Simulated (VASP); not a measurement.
# SnSe2 (P-3m1) in VASP: notebook

The runs below take SnSe2 through single point, with PBE.

Everything below comes from runs of VASP 6.6.1. Logs are shortened: lines on timing, memory, paths and dates and some standing lists are left out, and cuts for length are marked.

## 1. The cell of the first run

The structure is trigonal, space group P-3m1 (No. 164). Conventional cell: a = 3.756 Å, b = 3.756 Å, c = 6.988 Å, α = 90.00°, β = 90.00°, γ = 120.00°. Sn (site symmetry -3m) has 6 Se at 2.69 Å within 3.5 Å. Within 3.5 Å of Se (site symmetry 3m) lie 3 Sn at 2.69 Å.

## 2. Single point, PBE (strain -0.0300 x Voigt [1, 1, 0, 0, 0, 0])

The input, INCAR:

```
ALGO     = Normal         # electronic algorithm
EDIFF    = 1E-7           # SCF threshold, eV
ENCUT    = 520            # plane-wave cutoff, eV
GGA      = PE             # functional
ISIF     = 2              # what is computed and relaxed
ISMEAR   = 0              # smearing method
LASPH    = True           # aspherical terms in the spheres
LCHARG   = False          # write CHGCAR
LREAL    = False          # projectors in reciprocal space
LWAVE    = False          # write WAVECAR
NBANDS   = 20             # bands
NELM     = 60             # most SCF steps
PREC     = Accurate       # precision mode
SIGMA    = 0.05           # smearing width, eV
```

The input, KPOINTS:

```
k-points
0
Gamma
  12 12 4
```

The input, POSCAR:

```
SnSe2
1.0
    3.7555944126      0.0000000000      0.0000000000
   -1.8777972063      3.2524401676      0.0000000000
    0.0000000000      0.0000000000      6.9880221146
Sn Se
1 2
Direct
    0.0000000000      0.0000000000      0.0000000000
    0.3333333333      0.6666666667      0.2281493097
    0.6666666667      0.3333333333      0.7718506903
```

Potentials or basis: VASP PAW PBE potentials, release 64 (Sn_d, Se).

Run with:

```
cat potpaw_PBE.64/Sn_d/POTCAR potpaw_PBE.64/Se/POTCAR > POTCAR
mpirun -np 1 vasp_std > vasp.out
```

OUTCAR:

```text
EDIFF = 1E-7
   ENCUT = 520
   GGA = PE
   ISIF = 2
   ISMEAR = 0
   LASPH = True
   LREAL = False
   NELM = 60
   PREC = Accurate

 ion  position               nearest neighbor table
   1  0.000  0.000  0.000-   2 2.69   3 2.69   2 2.69   3 2.69   3 2.69   2 2.69
   2  0.333  0.667  0.228-   1 2.69   1 2.69   1 2.69
   3  0.667  0.333  0.772-   1 2.69   1 2.69   1 2.69

  LATTYP: Found a hexagonal cell.
 ALAT       =     3.7555944126
 C/A-ratio  =     1.8606966959

  Lattice vectors:

 A1 = (   3.7555944126,   0.0000000000,   0.0000000000)
 A2 = (  -1.8777972063,   3.2524401676,   0.0000000000)
 A3 = (   0.0000000000,   0.0000000000,   6.9880221146)

Analysis of symmetry for initial positions (statically):
=====================================================================
 Subroutine PRICEL returns:
 Original cell was already a primitive cell.

 Routine SETGRP: Setting up the symmetry group for a
 hexagonal supercell.

 Subroutine GETGRP returns: Found 12 space group operations
 (whereof 12 operations were pure point group operations)
 out of a pool of 24 trial point group operations.

The static configuration has the point symmetry D_3d.

Analysis of symmetry for dynamics (positions and initial velocities):
=====================================================================
 Subroutine PRICEL returns:
 Original cell was already a primitive cell.

 Routine SETGRP: Setting up the symmetry group for a
 hexagonal supercell.

 Subroutine GETGRP returns: Found 12 space group operations
 (whereof 12 operations were pure point group operations)
 out of a pool of 24 trial point group operations.

The dynamic configuration has the point symmetry D_3d.

 Subroutine INISYM returns: Found 12 space group operations
 (whereof 12 operations are pure point group operations),
 and found     1 'primitive' translations

----------------------------------------------------------------------------------------

                                     Primitive cell

  volume of cell :      85.3576

  direct lattice vectors                    reciprocal lattice vectors
     3.755594413  0.000000000  0.000000000     0.266269434  0.153730730  0.000000000
    -1.877797206  3.252440168  0.000000000     0.000000000  0.307461459  0.000000000
     0.000000000  0.000000000  6.988022115     0.000000000  0.000000000  0.143102008

  length of vectors
     3.755594413  3.755594413  6.988022115     0.307461459  0.307461459  0.143102008

  position of ions in fractional coordinates (direct lattice)
     0.000000000  0.000000000  0.000000000
     0.333333333  0.666666667  0.228149310
     0.666666667  0.333333333  0.771850690

  ion indices of the primitive-cell ions
   primitive index   ion index
                 1           1
                 2           2
                 3           3

----------------------------------------------------------------------------------------

 KPOINTS: k-points

Automatic generation of k-mesh.
 Grid dimensions read from file:
 generate k-points for:   12   12    4

 Generating k-lattice:

  Cartesian coordinates                     Fractional coordinates (reciprocal lattice)
     0.022189120  0.012810894  0.000000000     0.083333333 -0.000000000  0.000000000
     0.000000000  0.025621788  0.000000000     0.000000000  0.083333333  0.000000000
     0.000000000  0.000000000  0.035775502     0.000000000  0.000000000  0.250000000

  Length of vectors
     0.025621788  0.025621788  0.035775502

  Shift w.r.t. Gamma in fractional coordinates (k-lattice)
     0.000000000  0.000000000  0.000000000

 Subroutine IBZKPT returns following result:
 ===========================================

 Found     69 irreducible k-points:

 Following reciprocal coordinates:
            Coordinates               Weight
  0.000000  0.000000  0.000000      1.000000
  0.083333  0.000000  0.000000      6.000000
  0.166667  0.000000  0.000000      6.000000
  0.250000 -0.000000  0.000000      6.000000
  0.333333 -0.000000  0.000000      6.000000
  0.416667  0.000000  0.000000      6.000000
[... 16 lines left out ...]
  0.166667  0.000000  0.250000      6.000000
  0.000000  0.166667  0.250000      6.000000
 [... further k-points ...]
   k-points           NKPTS =     69   k-points in BZ     NKDIM =     69   number of bands    NBANDS=     20
   number of dos      NEDOS =    301   number of ions     NIONS =      3
   total plane-waves  NPLWV =  42336
   dimension x,y,z NGX =    28 NGY =   28 NGZ =   54
   dimension x,y,z NGXF=    56 NGYF=   56 NGZF=  108
   ions per type =               1   2
   NGX,Y,Z   is equivalent  to a cutoff of  12.39, 12.39, 12.85 a.u.
   NGXF,Y,Z  is equivalent  to a cutoff of  24.79, 24.79, 25.69 a.u.
 SYSTEM =  unknown system
   PREC   = accura    normal or accurate (medium, high low for compatibility)
   ISTART =      0    job   : 0-new  1-cont  2-samecut
   ICHARG =      2    charge: 1-file 2-atom 10-const
   ISPIN  =      1    spin polarized calculation?
   LNONCOLLINEAR =      F non collinear calculations
   LSORBIT =      F    spin-orbit coupling
   LASPH  =      T    aspherical Exc in radial PAW
   ENCUT  =  520.0 eV  38.22 Ry    6.18 a.u.   6.98  6.98 12.99*2*pi/ulx,y,z
   NELM   =     60;   NELMIN=  2; NELMDL= -5     # of ELM steps
   EDIFF  = 0.1E-06   stopping-criterion for ELM
   LREAL  =      F    real-space projection
   EDIFFG = 0.1E-05   stopping-criterion for IOM
   NSW    =      0    number of steps for IOM
   IBRION =     -1    ionic relax: 0-MD 1-quasi-New 2-CG
   NFREE  =      0    steps in history (QN), initial steepest desc. (CG)
   ISIF   =      2    stress and relaxation
   ISYM   =      2    0-nonsym 1-usesym 2-fastsym
   POTIM  = 0.5000    time-step for ionic-motion
   TEBEG  =    0.0;   TEEND  =   0.0 temperature during run
   PSTRESS=    0.0 pullay stress
   NELECT =      26.0000    total number of electrons
   NUPDOWN=      -1.0000    fix difference up-down
   EMIN   =  10.00;   EMAX   =-10.00  energy-range for DOS
   EFERMI =   0.00;   METHOD = LEGACY
   ISMEAR =     0;   SIGMA  =   0.05  broadening in eV -4-tet -1-fermi 0-gaus
   EFERMI_NEDOS =   21; number of points for ismear=-14 and -15
   IALGO  =     38    algorithm
   IMIX   =      4    mixing-type and parameters
     AMIX     =   0.40;   BMIX     =  1.00
     AMIX_MAG =   1.60;   BMIX_MAG =  1.00
  volume/ion in A,a.u.               =      28.45       192.01
  Fermi-wavevector in a.u.,A,eV,Ry     =   1.101502  2.081536 16.508032  1.213306
  Thomas-Fermi vector in A             =   2.237930
   LORBIT       =      0    0 simple, 1 ext, 2 COOP (PROOUT), +10 PAW based schemes
   GGA     = PE    functional components
   LHFCALC =     F    Hartree Fock is set to
   AEXX    =    0.0000 exact exchange contribution
   IVDW    =     0    specifies the selected vdW correction
   LEPSILON=     F    determine dielectric tensor
   LRPA    =     F    only Hartree local field effects (RPA)
 non-spin polarized calculation
 Gauss-broadening in eV      SIGMA  =   0.05
  energy-cutoff  :      520.00
  volume of cell :       85.36
 maximum number of plane-waves:      2325
   NGX = 13   NGY = 13   NGZ = 25

 number of electron      25.9999990 magnetization

 Free energy of the ion-electron system (eV)
  ---------------------------------------------------
  ext. energy  EPLUGINS =         0.00000000
  ---------------------------------------------------
  free energy    TOTEN  =       -11.80042354 eV

  energy without entropy =      -11.80042354  energy(sigma->0) =      -11.80042354

 E-fermi :   3.5227     XC(G=0):  -8.8449

 val. band max:        3.2104248201   @ k =   0.0833   0.0000   0.2500
 cond. band min:       3.8596710439   @ k =   0.5000  -0.0000   0.5000
 fundamental gap:      0.6492462239
 Fermi energy:         3.5227439121

 k-point     1 :       0.0000    0.0000    0.0000
  band No.  band energies     occupation
      1     -18.0530      2.00000
      2     -18.0530      2.00000
      3     -18.0043      2.00000
      4     -17.9928      2.00000
      5     -17.9928      2.00000
      6     -10.6771      2.00000
[... 12 lines left out ...]
     19      12.1827      0.00000
     20      12.1831      0.00000

 k-point     2 :       0.0833    0.0000    0.0000
  band No.  band energies     occupation
      1     -18.0560      2.00000
      2     -18.0497      2.00000
      3     -18.0021      2.00000
      4     -17.9952      2.00000
      5     -17.9928      2.00000
      6     -10.6053      2.00000
[... 12 lines left out ...]
     19      11.4474      0.00000
     20      12.2842      0.00000

 k-point     3 :       0.1667    0.0000    0.0000
  band No.  band energies     occupation
      1     -18.0652      2.00000
      2     -18.0413      2.00000
      3     -18.0023      2.00000
      4     -17.9945      2.00000
      5     -17.9921      2.00000
      6     -10.3946      2.00000
[... 12 lines left out ...]
     19      11.3325      0.00000
     20      11.9485      0.00000

 k-point     4 :       0.2500   -0.0000    0.0000
  band No.  band energies     occupation
      1     -18.0794      2.00000
      2     -18.0318      2.00000
      3     -18.0097      2.00000
      4     -17.9891      2.00000
      5     -17.9849      2.00000
      6     -10.0617      2.00000
[... 12 lines left out ...]
     19      11.5855      0.00000
     20      11.8572      0.00000

 k-point     5 :       0.3333   -0.0000    0.0000
  band No.  band energies     occupation
      1     -18.0946      2.00000
      2     -18.0257      2.00000
      3     -18.0164      2.00000
      4     -17.9827      2.00000
      5     -17.9748      2.00000
      6      -9.6450      2.00000
[... 12 lines left out ...]
     19      11.4586      0.00000
     20      12.6441      0.00000
[... 353 lines left out ...]
      6     -10.5848      2.00000
[... 12 lines left out ...]
     19      11.2810      0.00000
     20      12.2282      0.00000

 k-point    22 :       0.0000    0.0833    0.2500
  band No.  band energies     occupation
      1     -18.0560      2.00000
      2     -18.0497      2.00000
      3     -18.0021      2.00000
      4     -17.9952      2.00000
      5     -17.9927      2.00000
      6     -10.5848      2.00000
[... 12 lines left out ...]
     19      11.4960      0.00000
     20      12.0678      0.00000

 k-point    23 :       0.1667    0.0000    0.2500
  band No.  band energies     occupation
      1     -18.0652      2.00000
      2     -18.0413      2.00000
      3     -18.0023      2.00000
      4     -17.9945      2.00000
      5     -17.9921      2.00000
      6     -10.3745      2.00000
[... 12 lines left out ...]
     19      11.1807      0.00000
     20      12.1876      0.00000

 k-point    24 :       0.0000    0.1667    0.2500
  band No.  band energies     occupation
      1     -18.0652      2.00000
      2     -18.0413      2.00000
      3     -18.0023      2.00000
      4     -17.9945      2.00000
      5     -17.9921      2.00000
      6     -10.3743      2.00000
[... 12 lines left out ...]
     19      11.3432      0.00000
     20      11.7158      0.00000

 [... further k-points ...]
[... 5 lines left out ...]
  --------------------------------------------------------------------------------------
  -------------------------------------------------------------------------------------
  Total        2.4486765      2.4486765      1.3064936     -0.0000000      0.0000000      0.0000000
  in kB       45.9620854     45.9620854     24.5231134     -0.0000000      0.0000000      0.0000000
  external PRESSURE =      38.8157614 kB  Pullay stress =       0.0000000 kB

 VOLUME and BASIS-vectors are now :
 -----------------------------------------------------------------------------
  energy-cutoff  :      520.00
  volume of cell :       85.36
      direct lattice vectors                 reciprocal lattice vectors
     3.755594413  0.000000000  0.000000000     0.266269434  0.153730730  0.000000000
    -1.877797206  3.252440168  0.000000000     0.000000000  0.307461459  0.000000000
     0.000000000  0.000000000  6.988022115     0.000000000  0.000000000  0.143102008

 POSITION                                       TOTAL-FORCE (eV/Angst)
 -----------------------------------------------------------------------------------
      0.00000      0.00000      0.00000         0.000000      0.000000      0.000000
     -0.00000      2.16829      1.59431         0.000000      0.000000      0.394510
      1.87780      1.08415      5.39371        -0.000000     -0.000000     -0.394510
 -----------------------------------------------------------------------------------
    total drift:                               -0.000000     -0.000000      0.000000

  FREE ENERGIE OF THE ION-ELECTRON SYSTEM (eV)
  ---------------------------------------------------
  free  energy   TOTEN  =       -11.8004235354 eV

  energy  without entropy=      -11.8004235354  energy(sigma->0) =      -11.80042354
```

It took 42 s on 1 thread of Intel Xeon 6975P-C (Granite Rapids), shared host; peak memory 0.26 GiB.

Results:

```yaml
Free_energy: -11.8004 eV
Pressure: 3.9 GPa
Largest_force: 0.395 eV/Å
Band_gap_on_the_k_mesh: 0.65 eV (least direct gap 1.12 eV)
```

Forces on the atoms (eV/Å):
```
Sn   0.000  0.000  0.000
Se   0.000  0.000  0.395
Se   0.000  0.000 -0.395
```

Stress tensor (GPa, compression positive):
```
4.60 0.00 0.00
0.00 4.60 0.00
0.00 0.00 2.45
```

Caveat: the cell differs from its parent crystal (strain -0.0300 x Voigt [1, 1, 0, 0, 0, 0]); the cell stands under pressure; semilocal functionals underestimate gaps, and a narrow one can read as zero; spin-orbit coupling is left out, which moves the levels of the heavy elements; this functional lacks dispersion, which binds layers or chains, so the pressure and a relaxed spacing across them are unreliable. A k mesh can miss the band edges.

## 3. Single point, PBE (strain -0.0150 x Voigt [1, 1, 0, 0, 0, 0])

The input, INCAR:

```
SYSTEM = SnSe2
PREC     = Accurate       ! precision mode
ENCUT    = 520            ! plane-wave cutoff, eV
EDIFF    = 1E-6           ! SCF threshold, eV
ISMEAR   = 0              ! smearing method
SIGMA    = 0.05           ! smearing width, eV
LREAL    = .FALSE.        ! projectors in reciprocal space
LASPH    = .TRUE.         ! aspherical terms in the spheres
NELM     = 100            ! most SCF steps
ALGO     = Normal         ! electronic algorithm
ISIF     = 2              ! what is computed and relaxed
LWAVE    = .FALSE.        ! write WAVECAR
LCHARG   = .TRUE.         ! write CHGCAR
GGA      = PE             ! functional
LELF     = .TRUE.         ! ELF
LVHAR    = .TRUE.       
NBANDS   = 20             ! bands
```

The input, KPOINTS:

```
regular mesh
0
G
  12 12 4
  0 0 0
```

The input, POSCAR:

```
SnSe2
1.0
    3.8136706149      0.0000000000      0.0000000000
   -1.9068353075      3.3027356341      0.0000000000
    0.0000000000      0.0000000000      6.9880221146
Sn Se
1 2
Direct
    0.0000000000      0.0000000000      0.0000000000
    0.3333333333      0.6666666667      0.2281493097
    0.6666666667      0.3333333333      0.7718506903
```

Potentials or basis: VASP PAW PBE potentials, release 64 (Sn_d, Se).

Run with:

```
cat potpaw_PBE.64/Sn_d/POTCAR potpaw_PBE.64/Se/POTCAR > POTCAR
mpirun -np 1 vasp_std > vasp.out
```

Wall time 35 s (1 thread of Intel Xeon 6975P-C (Granite Rapids), shared host); peak memory 0.27 GiB.

It converged, with:

```
Free energy            : -11.8562 eV
Pressure               : 1.8 GPa
Largest force          : 0.193 eV/Å
Band gap on the k mesh : 0.68 eV (least direct gap 1.10 eV)
```

Forces in eV/Å, atoms in the order of the input:
```
Sn   0.000  0.000  0.000
Se   0.000  0.000  0.193
Se   0.000  0.000 -0.193
```

Stress tensor (GPa, compression positive):
```
2.15 0.00 0.00
0.00 2.15 0.00
0.00 0.00 1.17
```

Levels at points of the mesh, in eV from the valence-band top:
| k point | band 9 | band 10 | band 11 | band 12 | band 13 | band 14 | band 15 | band 16 | band 17 | band 18 |
| --- | --- | --- | --- | --- | --- | --- | --- | --- | --- | --- |
| (0.00, 0.00, 0.00) | -0.68 | -0.47 | -0.47 | -0.10 | -0.10 | 1.22 | 3.17 | 4.67 | 4.67 | 7.11 |
| (0.50, 0.00, 0.00) | -4.39 | -2.55 | -2.26 | -0.91 | -0.31 | 0.93 | 3.90 | 5.58 | 5.61 | 6.16 |
| (0.00, 0.00, 0.50) | -1.69 | -0.49 | -0.49 | -0.07 | -0.07 | 2.15 | 3.10 | 4.60 | 4.60 | 7.68 |
| (0.50, 0.00, 0.50) | -4.52 | -2.22 | -2.21 | -0.74 | -0.42 | 0.68 | 4.20 | 4.83 | 5.61 | 5.91 |

Caveat: the cell differs from its parent crystal (strain -0.0150 x Voigt [1, 1, 0, 0, 0, 0]); semilocal functionals underestimate gaps, and a narrow one can read as zero; spin-orbit coupling is left out, which moves the levels of the heavy elements; this functional lacks dispersion, which binds layers or chains, so the pressure and a relaxed spacing across them are unreliable.
